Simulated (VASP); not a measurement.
# MnO2 (Pnnm) in VASP: single point with PBE+U

Aim: the single point of MnO2 with PBE+U.

Everything below comes from runs of VASP 6.6.1. Logs are shortened: lines on timing, memory, paths and dates and some standing lists are left out, and cuts for length are marked.

## Step 1: The cell of the first run

Symmetry: Pnnm, No. 58, orthorhombic system. Conventional cell: a = 4.331 Å, b = 4.462 Å, c = 2.862 Å, α = 90.00°, β = 90.00°, γ = 90.00°. Mn (site symmetry 2/m) has 6 O at 1.88 to 1.90 Å within 2.5 Å. Within 2.5 Å of O (site symmetry m) lie 3 Mn at 1.88 to 1.90 Å and 1 O at 2.44 Å.

## Step 2: Single point, PBE+U, collinear spin, ferromagnetic start

File INCAR:

```
  ALGO = Normal
  EDIFF = 1E-6
  ENCUT = 520
  GGA = PE
  ISIF = 2
  ISMEAR = 0
  ISPIN = 2
  LASPH = True
  LCHARG = False
  LDAU = True
  LDAUJ = 0 0
  LDAUL = 2 -1
  LDAUPRINT = 1
  LDAUTYPE = 2
  LDAUU = 3 0
  LMAXMIX = 4
  LORBIT = 11
  LREAL = False
  LWAVE = False
  MAGMOM = 4 4 0 0 0 0
  NBANDS = 38
  NELM = 150
  PREC = Accurate
  SIGMA = 0.05
```

File KPOINTS:

```
k-points
0
Gamma
  8 8 12
```

File POSCAR:

```
MnO2
1.0
    4.3305759700      0.0000000000      0.0000000000
    0.0000000000      4.4623126700      0.0000000000
    0.0000000000      0.0000000000      2.8624768000
Mn O
2 4
Direct
    0.0000000000      0.0000000000      0.0000000000
    0.5000000000      0.5000000000      0.5000000000
    0.7860076400      0.1770373300      0.5000000000
    0.7139923600      0.6770373300      0.0000000000
    0.2860076400      0.3229626700      0.0000000000
    0.2139923600      0.8229626700      0.5000000000
```

Potentials or basis: VASP PAW PBE potentials, release 64 (Mn_pv, O).

Command:

```
> cat potpaw_PBE.64/Mn_pv/POTCAR potpaw_PBE.64/O/POTCAR > POTCAR
> mpirun -np 1 vasp_std > vasp.out
```

OUTCAR:

```text
EDIFF = 1E-6
   ENCUT = 520
   GGA = PE
   ISIF = 2
   ISMEAR = 0
   ISPIN = 2
   LASPH = True
   LORBIT = 11
   LREAL = False
   NELM = 150
   PREC = Accurate

 ion  position               nearest neighbor table
   1  0.000  0.000  0.000-   3 1.88   6 1.88   3 1.88   6 1.88   5 1.90   4 1.90
   2  0.500  0.500  0.500-   4 1.88   5 1.88   4 1.88   5 1.88   3 1.90   6 1.90
   3  0.786  0.177  0.500-   1 1.88   1 1.88   2 1.90
   4  0.714  0.677  0.000-   2 1.88   2 1.88   1 1.90
   5  0.286  0.323  0.000-   2 1.88   2 1.88   1 1.90
   6  0.214  0.823  0.500-   1 1.88   1 1.88   2 1.90

  LATTYP: Found a simple orthorhombic cell.
 ALAT       =     2.8624768000
 B/A-ratio  =     1.5128772293
 C/A-ratio  =     1.5588991568

  Lattice vectors:

 A1 = (   0.0000000000,   0.0000000000,   2.8624768000)
 A2 = (   4.3305759700,   0.0000000000,   0.0000000000)
 A3 = (   0.0000000000,   4.4623126700,   0.0000000000)

Analysis of symmetry for initial positions (statically):
=====================================================================
 Subroutine PRICEL returns:
 Original cell was already a primitive cell.

 Routine SETGRP: Setting up the symmetry group for a
 simple orthorhombic supercell.

 Subroutine GETGRP returns: Found  8 space group operations
 (whereof  4 operations were pure point group operations)
 out of a pool of  8 trial point group operations.

The static configuration has the point symmetry C_2h.
 The point group associated with its full space group is D_2h.

Analysis of symmetry for dynamics (positions and initial velocities):
=====================================================================
 Subroutine PRICEL returns:
 Original cell was already a primitive cell.

 Routine SETGRP: Setting up the symmetry group for a
 simple orthorhombic supercell.

 Subroutine GETGRP returns: Found  8 space group operations
 (whereof  4 operations were pure point group operations)
 out of a pool of  8 trial point group operations.

The dynamic configuration has the point symmetry C_2h.
 The point group associated with its full space group is D_2h.

Analysis of structural, dynamic, and magnetic symmetry:
=====================================================================
 Subroutine PRICEL returns:
 Original cell was already a primitive cell.

 Routine SETGRP: Setting up the symmetry group for a
 simple orthorhombic supercell.

[... 217 lines left out ...]
  o =  0.9510  v = -0.5119 -0.0000  0.8562  0.0000  0.0692  0.0000  0.0000  0.0000  0.0000  0.0000      0.0000  0.0000  0.0000  0.0000  0.0000  0.0000  0.0000  0.0000  0.0000  0.0000
  o =  0.9599  v = -0.0000  0.7256  0.0000 -0.6881  0.0000  0.0000  0.0000  0.0000  0.0000  0.0000      0.0000  0.0000  0.0000  0.0000  0.0000  0.0000  0.0000  0.0000  0.0000  0.0000
  o =  0.9695  v = -0.0295 -0.0000 -0.0980  0.0000  0.9947  0.0000  0.0000  0.0000  0.0000  0.0000      0.0000  0.0000  0.0000  0.0000  0.0000  0.0000  0.0000  0.0000  0.0000  0.0000

 number of electron      50.0000043 magnetization       6.0011974

 Free energy of the ion-electron system (eV)
  ---------------------------------------------------
  ext. energy  EPLUGINS =         0.00000000
  ---------------------------------------------------
  free energy    TOTEN  =       -43.45995409 eV

  energy without entropy =      -43.45989916  energy(sigma->0) =      -43.45992663

 E-fermi :   5.0878     XC(G=0): -12.0480

 val. band max:        5.0570182285   @ k =   0.0000   0.0000   0.0000
 cond. band min:       5.0929957514   @ k =   0.0000   0.0000   0.0000
 fundamental gap:      0.0359775228
 Fermi energy:         5.0878273425

 spin component 1

 k-point     1 :       0.0000    0.0000    0.0000
  band No.  band energies     occupation
      1     -45.6505      1.00000
      2     -45.6431      1.00000
      3     -45.6217      1.00000
      4     -45.6099      1.00000
      5     -45.5604      1.00000
      6     -45.5500      1.00000
[... 1913 lines left out ...]
     36      18.6533      0.00000
     37      20.8483      0.00000

 [... further k-points ...]

 [bands above 37 left out]

------------------------ aborting loop because EDIFF is reached ----------------------------------------

  FORCE on cell =-STRESS in cart. coord.  units (eV):
  Direction    XX          YY          ZZ          XY          YZ          ZX
  --------------------------------------------------------------------------------------
  -------------------------------------------------------------------------------------
  Total        3.3420434      3.3110817      4.6462121     -0.0000000      0.0000000      0.0000000
  in kB       96.7999266     95.9031436    134.5742531     -0.0000000      0.0000000      0.0000000
  external PRESSURE =     109.0924411 kB  Pullay stress =       0.0000000 kB

 VOLUME and BASIS-vectors are now :
 -----------------------------------------------------------------------------
  energy-cutoff  :      520.00
  volume of cell :       55.32
      direct lattice vectors                 reciprocal lattice vectors
     4.330575970  0.000000000  0.000000000     0.230916166  0.000000000  0.000000000
     0.000000000  4.462312670  0.000000000     0.000000000  0.224099043  0.000000000
     0.000000000  0.000000000  2.862476800     0.000000000  0.000000000  0.349347810

 POSITION                                       TOTAL-FORCE (eV/Angst)
 -----------------------------------------------------------------------------------
      0.00000      0.00000      0.00000         0.000000     -0.000000      0.000000
      2.16529      2.23116      1.43124         0.000000     -0.000000      0.000000
      3.40387      0.79000      1.43124        -0.112291      0.004927      0.000000
      3.09200      3.02115      0.00000         0.112291      0.004927     -0.000000
      1.23858      1.44116      0.00000        -0.112291     -0.004927      0.000000
      0.92671      3.67232      1.43124         0.112291     -0.004927      0.000000
 -----------------------------------------------------------------------------------
    total drift:                                0.000000     -0.000000     -0.000000

  FREE ENERGIE OF THE ION-ELECTRON SYSTEM (eV)
  ---------------------------------------------------
  free  energy   TOTEN  =       -43.4599540866 eV

  energy  without entropy=      -43.4598991640  energy(sigma->0) =      -43.45992663

 total charge

# of ion       s       p       d       tot
------------------------------------------
    1        0.359   6.478   4.847  11.684
    2        0.359   6.478   4.847  11.684
    3        1.569   3.481   0.000   5.050
    4        1.569   3.481   0.000   5.050
    5        1.569   3.481   0.000   5.050
    6        1.569   3.481   0.000   5.050
--------------------------------------------------
tot          6.995  26.879   9.694  43.569

 magnetization (x)

# of ion       s       p       d       tot
------------------------------------------
    1        0.019   0.031   2.899   2.949
    2        0.019   0.031   2.899   2.949
    3       -0.001  -0.007   0.000  -0.008
    4       -0.001  -0.007   0.000  -0.008
    5       -0.001  -0.007   0.000  -0.008
    6       -0.001  -0.007   0.000  -0.008
--------------------------------------------------
tot          0.034   0.034   5.797   5.866
```

OSZICAR:

```text
N       E                     dE             d eps       ncg     rms          rms(c)
DAV:   1     0.631121405247E+03    0.63112E+03   -0.27481E+04 27184   0.161E+03
DAV:   2     0.220581187071E+00   -0.63090E+03   -0.57548E+03 27764   0.477E+02
DAV:   3    -0.570858823628E+02   -0.57306E+02   -0.56351E+02 29578   0.155E+02
DAV:   4    -0.580638097455E+02   -0.97793E+00   -0.97621E+00 30026   0.215E+01
DAV:   5    -0.580729825320E+02   -0.91728E-02   -0.91722E-02 28696   0.216E+00    0.450E+01
DAV:   6    -0.481097231433E+02    0.99633E+01   -0.67787E+01 32108   0.938E+01    0.431E+01
DAV:   7    -0.450782461190E+02    0.30315E+01   -0.47741E+01 29054   0.808E+01    0.196E+01
DAV:   8    -0.435552651206E+02    0.15230E+01   -0.39154E+00 28888   0.214E+01    0.805E+00
DAV:   9    -0.434660657197E+02    0.89199E-01   -0.96603E-01 34484   0.116E+01    0.417E+00
DAV:  10    -0.434579705892E+02    0.80951E-02   -0.30866E-01 28560   0.485E+00    0.164E+00
DAV:  11    -0.434588042134E+02   -0.83362E-03   -0.19272E-02 30998   0.995E-01    0.761E-01
DAV:  12    -0.434599003318E+02   -0.10961E-02   -0.21107E-03 29090   0.339E-01    0.312E-01
DAV:  13    -0.434598772044E+02    0.23127E-04   -0.76914E-04 29532   0.328E-01    0.987E-02
DAV:  14    -0.434599374763E+02   -0.60272E-04   -0.14388E-04 29982   0.113E-01    0.399E-02
DAV:  15    -0.434599529333E+02   -0.15457E-04   -0.47323E-05 29006   0.572E-02    0.259E-02
DAV:  16    -0.434599536042E+02   -0.67081E-06   -0.10781E-05 27180   0.305E-02    0.102E-02
DAV:  17    -0.434599540866E+02   -0.48246E-06   -0.25978E-06 20344   0.167E-02
   1 F= -.43459954E+02 E0= -.43459927E+02  d E =-.549226E-04  mag=     6.0012
```

It took 12 min on 1 thread of Oxide Virtual Turin-like, shared host; peak memory 0.52 GiB.

What came out:

- Free energy: -43.4600 eV
- Pressure: 10.9 GPa
- Largest force: 0.112 eV/Å
- Band gap on the k mesh: 0.04 eV
- Net moment: 6.00 μB per cell
- Site moments: Mn +2.95; O -0.01 μB
- Valence electrons inside the program's atomic spheres: Mn 11.68; O 5.05

Forces in eV/Å, atoms in the order of the input:
```
Mn   0.000  0.000  0.000
Mn   0.000  0.000  0.000
O   -0.112  0.005  0.000
O    0.112  0.005  0.000
O   -0.112 -0.005  0.000
O    0.112 -0.005  0.000
```

Eigenvalues of the final occupation matrices:
```csv
site,spin,trace,eigenvalues
site 1 d,1,3.89,0.50 0.51 0.95 0.96 0.97
site 1 d,2,0.99,0.08 0.12 0.13 0.32 0.35
site 2 d,1,3.89,0.50 0.51 0.95 0.96 0.97
site 2 d,2,0.99,0.08 0.12 0.13 0.32 0.35
```

Caveat: the cell stands under pressure; only a ferromagnetic start was run, and an antiferromagnetic order may lie lower in energy. A k mesh can miss the band edges.
